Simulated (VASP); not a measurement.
# PbO2 (P4_2/mnm) in VASP: notebook

Runs on PbO2. Level: LDA. Tasks: single point.

All numbers are computed with VASP 6.6.1; they aren't measurements. Logs are shortened: lines on timing, memory, paths and dates and some standing lists are left out, and cuts for length are marked.

## Step 1: The cell of the first run

The structure is tetragonal, space group P4_2/mnm (No. 136). Conventional cell: a = 4.844 Å, b = 4.844 Å, c = 3.380 Å, α = 90.00°, β = 90.00°, γ = 90.00°. Pb (site symmetry mmm) has 6 O at 2.10 to 2.15 Å within 2.8 Å. O (site symmetry m2m) has 3 Pb at 2.10 to 2.15 Å and 1 O at 2.64 Å within 2.8 Å.

## Step 2: Single point, LDA (13.22 Å³/atom)

Input file INCAR:

```
  PREC = Accurate
  ENCUT = 520
  EDIFF = 1E-6
  ISMEAR = 0
  SIGMA = 0.05
  LREAL = False
  LASPH = True
  NELM = 80
  ALGO = Normal
  ISIF = 2
  LWAVE = False
  LCHARG = False
  GGA = CA
  NBANDS = 35
```

Input file KPOINTS:

```
Automatic mesh
0
Gamma
  6 6 8
```

Input file POSCAR:

```
PbO2
1.0
    4.8438559619      0.0000000000      0.0000000000
    0.0000000000      4.8438559619      0.0000000000
    0.0000000000      0.0000000000      3.3804842269
Pb O
2 4
Direct
    0.0000000000      0.0000000000      0.0000000000
    0.5000000000      0.5000000000      0.5000000000
    0.3070618798      0.3070618798      0.0000000000
    0.8070618798      0.1929381202      0.5000000000
    0.1929381202      0.8070618798      0.5000000000
    0.6929381202      0.6929381202      0.0000000000
```

Potentials or basis: VASP PAW LDA potentials, release 64 (Pb_d, O).

Run with:

```
> cat potpaw_LDA.64/Pb_d/POTCAR potpaw_LDA.64/O/POTCAR > POTCAR
> mpirun -np 1 vasp_std > vasp.out
```

OUTCAR:

```text
PREC = Accurate
   ENCUT = 520
   EDIFF = 1E-6
   ISMEAR = 0
   LREAL = False
   LASPH = True
   NELM = 80
   ISIF = 2
   GGA = CA

 ion  position               nearest neighbor table
   1  0.000  0.000  0.000-   3 2.10   6 2.10   5 2.15   4 2.15   4 2.15   5 2.15   2 3.82   2 3.82
                             2 3.82   2 3.82   2 3.82   2 3.82   2 3.82   2 3.82
   2  0.500  0.500  0.500-   4 2.10   5 2.10   3 2.15   6 2.15   3 2.15   6 2.15   1 3.82   1 3.82
                             1 3.82   1 3.82   1 3.82   1 3.82   1 3.82   1 3.82
   3  0.307  0.307  0.000-   1 2.10   2 2.15   2 2.15
   4  0.807  0.193  0.500-   2 2.10   1 2.15   1 2.15
   5  0.193  0.807  0.500-   2 2.10   1 2.15   1 2.15
   6  0.693  0.693  0.000-   1 2.10   2 2.15   2 2.15

  LATTYP: Found a simple tetragonal cell.
 ALAT       =     4.8438559619
 C/A-ratio  =     0.6978911540

  Lattice vectors:

 A1 = (   4.8438559619,   0.0000000000,   0.0000000000)
 A2 = (   0.0000000000,   4.8438559619,   0.0000000000)
 A3 = (   0.0000000000,   0.0000000000,   3.3804842269)

Analysis of symmetry for initial positions (statically):
=====================================================================
 Subroutine PRICEL returns:
 Original cell was already a primitive cell.

 Routine SETGRP: Setting up the symmetry group for a
 simple tetragonal supercell.

 Subroutine GETGRP returns: Found 16 space group operations
 (whereof  8 operations were pure point group operations)
 out of a pool of 16 trial point group operations.

The static configuration has the point symmetry D_2h.
 The point group associated with its full space group is D_4h.

Analysis of symmetry for dynamics (positions and initial velocities):
=====================================================================
 Subroutine PRICEL returns:
 Original cell was already a primitive cell.

 Routine SETGRP: Setting up the symmetry group for a
 simple tetragonal supercell.

 Subroutine GETGRP returns: Found 16 space group operations
 (whereof  8 operations were pure point group operations)
 out of a pool of 16 trial point group operations.

The dynamic configuration has the point symmetry D_2h.
 The point group associated with its full space group is D_4h.

 Subroutine INISYM returns: Found 16 space group operations
 (whereof  8 operations are pure point group operations),
 and found     1 'primitive' translations

----------------------------------------------------------------------------------------

                                     Primitive cell

  volume of cell :      79.3161

  direct lattice vectors                    reciprocal lattice vectors
     4.843855962  0.000000000  0.000000000     0.206447097  0.000000000  0.000000000
     0.000000000  4.843855962  0.000000000     0.000000000  0.206447097  0.000000000
     0.000000000  0.000000000  3.380484227     0.000000000  0.000000000  0.295815609

  length of vectors
     4.843855962  4.843855962  3.380484227     0.206447097  0.206447097  0.295815609

  position of ions in fractional coordinates (direct lattice)
     0.000000000  0.000000000  0.000000000
     0.500000000  0.500000000  0.500000000
     0.307061880  0.307061880  0.000000000
     0.807061880  0.192938120  0.500000000
     0.192938120  0.807061880  0.500000000
     0.692938120  0.692938120  0.000000000

  ion indices of the primitive-cell ions
   primitive index   ion index
                 1           1
                 2           2
                 3           3
                 4           4
                 5           5
                 6           6

----------------------------------------------------------------------------------------

 KPOINTS: Automatic mesh

Automatic generation of k-mesh.
 Grid dimensions read from file:
 generate k-points for:    6    6    8

 Generating k-lattice:

  Cartesian coordinates                     Fractional coordinates (reciprocal lattice)
     0.034407849  0.000000000  0.000000000     0.166666667  0.000000000  0.000000000
     0.000000000  0.034407849  0.000000000     0.000000000  0.166666667  0.000000000
     0.000000000  0.000000000  0.036976951     0.000000000  0.000000000  0.125000000

  Length of vectors
     0.034407849  0.034407849  0.036976951

  Shift w.r.t. Gamma in fractional coordinates (k-lattice)
     0.000000000  0.000000000  0.000000000

 Subroutine IBZKPT returns following result:
 ===========================================

 Found     50 irreducible k-points:

 Following reciprocal coordinates:
            Coordinates               Weight
  0.000000  0.000000  0.000000      1.000000
  0.166667  0.000000  0.000000      4.000000
  0.333333  0.000000  0.000000      4.000000
  0.500000  0.000000  0.000000      2.000000
  0.166667  0.166667  0.000000      4.000000
  0.333333  0.166667  0.000000      8.000000
[... 16 lines left out ...]
  0.333333  0.000000  0.250000      8.000000
  0.500000  0.000000  0.250000      4.000000
 [... further k-points ...]
   k-points           NKPTS =     50   k-points in BZ     NKDIM =     50   number of bands    NBANDS=     35
   number of dos      NEDOS =    301   number of ions     NIONS =      6
   total plane-waves  NPLWV =  36288
   dimension x,y,z NGX =    36 NGY =   36 NGZ =   28
   dimension x,y,z NGXF=    72 NGYF=   72 NGZF=   56
   ions per type =               2   4
   NGX,Y,Z   is equivalent  to a cutoff of  12.36, 12.36, 13.77 a.u.
   NGXF,Y,Z  is equivalent  to a cutoff of  24.71, 24.71, 27.54 a.u.
 SYSTEM =  unknown system
   PREC   = accura    normal or accurate (medium, high low for compatibility)
   ISTART =      0    job   : 0-new  1-cont  2-samecut
   ICHARG =      2    charge: 1-file 2-atom 10-const
   ISPIN  =      1    spin polarized calculation?
   LNONCOLLINEAR =      F non collinear calculations
   LSORBIT =      F    spin-orbit coupling
   LASPH  =      T    aspherical Exc in radial PAW
   ENCUT  =  520.0 eV  38.22 Ry    6.18 a.u.   9.01  9.01  6.29*2*pi/ulx,y,z
   NELM   =     80;   NELMIN=  2; NELMDL= -5     # of ELM steps
   EDIFF  = 0.1E-05   stopping-criterion for ELM
   LREAL  =      F    real-space projection
[... 7 lines left out ...]
   TEBEG  =    0.0;   TEEND  =   0.0 temperature during run
   PSTRESS=    0.0 pullay stress
   NELECT =      52.0000    total number of electrons
   NUPDOWN=      -1.0000    fix difference up-down
   EMIN   =  10.00;   EMAX   =-10.00  energy-range for DOS
   EFERMI =   0.00;   METHOD = LEGACY
   ISMEAR =     0;   SIGMA  =   0.05  broadening in eV -4-tet -1-fermi 0-gaus
   EFERMI_NEDOS =   21; number of points for ismear=-14 and -15
   IALGO  =     38    algorithm
   IMIX   =      4    mixing-type and parameters
     AMIX     =   0.40;   BMIX     =  1.00
     AMIX_MAG =   1.60;   BMIX_MAG =  1.00
  volume/ion in A,a.u.               =      13.22        89.21
  Fermi-wavevector in a.u.,A,eV,Ry     =   1.422183  2.687536 27.519206  2.022605
  Thomas-Fermi vector in A             =   2.542914
   LORBIT       =      0    0 simple, 1 ext, 2 COOP (PROOUT), +10 PAW based schemes
   GGA     = CA    functional components
   LHFCALC =     F    Hartree Fock is set to
   AEXX    =    0.0000 exact exchange contribution
   IVDW    =     0    specifies the selected vdW correction
   LEPSILON=     F    determine dielectric tensor
   LRPA    =     F    only Hartree local field effects (RPA)
 non-spin polarized calculation
 Gauss-broadening in eV      SIGMA  =   0.05
  energy-cutoff  :      520.00
  volume of cell :       79.32
 maximum number of plane-waves:      2168
   NGX = 19   NGY = 19   NGZ = 13

 number of electron      51.9999995 magnetization

 Free energy of the ion-electron system (eV)
  ---------------------------------------------------
  ext. energy  EPLUGINS =         0.00000000
  ---------------------------------------------------
  free energy    TOTEN  =       -36.57459530 eV

  energy without entropy =      -36.57448938  energy(sigma->0) =      -36.57454234

 E-fermi :   4.7187     XC(G=0): -11.5269

 val. band max:        4.6453426527   @ k =   0.0000   0.0000   0.1250
 cond. band min:       4.7642149207   @ k =   0.0000   0.0000   0.0000
 fundamental gap:      0.1188722679
 Fermi energy:         4.7186668875

 k-point     1 :       0.0000    0.0000    0.0000
  band No.  band energies     occupation
      1     -13.8068      2.00000
      2     -13.6209      2.00000
      3     -11.6786      2.00000
      4     -11.6786      2.00000
      5     -10.8995      2.00000
      6     -10.6159      2.00000
[... 27 lines left out ...]
     34      16.3702      0.00000
     35      16.6915      0.00000

 k-point     2 :       0.1667    0.0000    0.0000
  band No.  band energies     occupation
      1     -13.7185      2.00000
      2     -13.5672      2.00000
      3     -12.0327      2.00000
      4     -11.8923      2.00000
      5     -10.5723      2.00000
      6     -10.5718      2.00000
[... 27 lines left out ...]
     34      16.6004      0.00000
     35      16.6628      0.00000

 k-point     3 :       0.3333    0.0000    0.0000
  band No.  band energies     occupation
      1     -13.4816      2.00000
      2     -13.4182      2.00000
      3     -12.4930      2.00000
      4     -12.3350      2.00000
      5     -10.5607      2.00000
      6     -10.5599      2.00000
[... 27 lines left out ...]
     34      16.7038      0.00000
     35      17.0243      0.00000
[... 723 lines left out ...]
 k-point    23 :       0.3333    0.0000    0.2500
  band No.  band energies     occupation
      1     -13.2042      2.00000
      2     -13.1863      2.00000
      3     -12.7429      2.00000
      4     -12.6854      2.00000
      5     -10.6255      2.00000
      6     -10.4275      2.00000
[... 27 lines left out ...]
     34      16.3327      0.00000
     35      16.8627      0.00000

 k-point    24 :       0.5000    0.0000    0.2500
  band No.  band energies     occupation
      1     -13.1331      2.00000
      2     -13.1331      2.00000
      3     -12.7761      2.00000
      4     -12.7761      2.00000
      5     -10.4856      2.00000
      6     -10.4856      2.00000
[... 27 lines left out ...]
     34      16.4361      0.00000
     35      17.0310      0.00000

 [... further k-points ...]

------------------------ aborting loop because EDIFF is reached ----------------------------------------

  FORCE on cell =-STRESS in cart. coord.  units (eV):
  Direction    XX          YY          ZZ          XY          YZ          ZX
  --------------------------------------------------------------------------------------
  -------------------------------------------------------------------------------------
  Total        3.4126200      3.4126200      3.5160643      0.0000000      0.0000000      0.0000000
  in kB       68.9345846     68.9345846     71.0241481      0.0000000      0.0000000      0.0000000
  external PRESSURE =      69.6311058 kB  Pullay stress =       0.0000000 kB

 VOLUME and BASIS-vectors are now :
 -----------------------------------------------------------------------------
  energy-cutoff  :      520.00
  volume of cell :       79.32
      direct lattice vectors                 reciprocal lattice vectors
     4.843855962  0.000000000  0.000000000     0.206447097  0.000000000  0.000000000
     0.000000000  4.843855962  0.000000000     0.000000000  0.206447097  0.000000000
     0.000000000  0.000000000  3.380484227     0.000000000  0.000000000  0.295815609

 POSITION                                       TOTAL-FORCE (eV/Angst)
 -----------------------------------------------------------------------------------
      0.00000      0.00000      0.00000        -0.000000      0.000000      0.000000
      2.42193      2.42193      1.69024        -0.000000      0.000000      0.000000
      1.48736      1.48736      0.00000        -0.004025     -0.004025     -0.000000
      3.90929      0.93456      1.69024        -0.004025      0.004025      0.000000
      0.93456      3.90929      1.69024         0.004025     -0.004025     -0.000000
      3.35649      3.35649      0.00000         0.004025      0.004025      0.000000
 -----------------------------------------------------------------------------------
    total drift:                                0.000000      0.000000      0.000000

  FREE ENERGIE OF THE ION-ELECTRON SYSTEM (eV)
  ---------------------------------------------------
  free  energy   TOTEN  =       -36.5745953031 eV

  energy  without entropy=      -36.5744893828  energy(sigma->0) =      -36.57454234
```

Wall time 2.9 min (1 thread of Intel Xeon 8259CL, shared host); peak memory 0.23 GiB.

What came out:

```yaml
Free_energy: -36.5746 eV
Pressure: 7.0 GPa
Largest_force: 0.006 eV/Å
Band_gap_on_the_k_mesh: 0.12 eV (least direct gap 0.39 eV)
```

Forces in eV/Å, atoms in the order of the input:
```
Pb   0.000  0.000  0.000
Pb   0.000  0.000  0.000
O   -0.004 -0.004  0.000
O   -0.004  0.004  0.000
O    0.004 -0.004  0.000
O    0.004  0.004  0.000
```

Stress tensor (GPa, compression positive):
```
6.89 0.00 0.00
0.00 6.89 0.00
0.00 0.00 7.10
```

Levels at points of the mesh, in eV from the valence-band top:
```
           k point  band 24  band 25  band 26  band 27  band 28  band 29
(0.00, 0.00, 0.00)    -0.53    -0.53    -0.50     0.12     4.67     5.87
(0.50, 0.00, 0.00)    -0.60    -0.36    -0.36     2.98     2.98     6.49
(0.50, 0.50, 0.00)    -0.60    -0.45    -0.45     3.36     3.36     6.95
(0.00, 0.00, 0.50)    -1.25    -0.82    -0.82     4.29     4.29     9.19
(0.50, 0.00, 0.50)    -0.85    -0.02    -0.02     4.67     4.67     7.72
(0.50, 0.50, 0.50)    -0.70    -0.52    -0.52     3.28     3.28     8.42
```

Caveat: the cell stands under pressure; spin-orbit coupling is left out, which moves the levels of the heavy elements. A k mesh can miss the band edges.

(Part 1 of 4 ends here.)
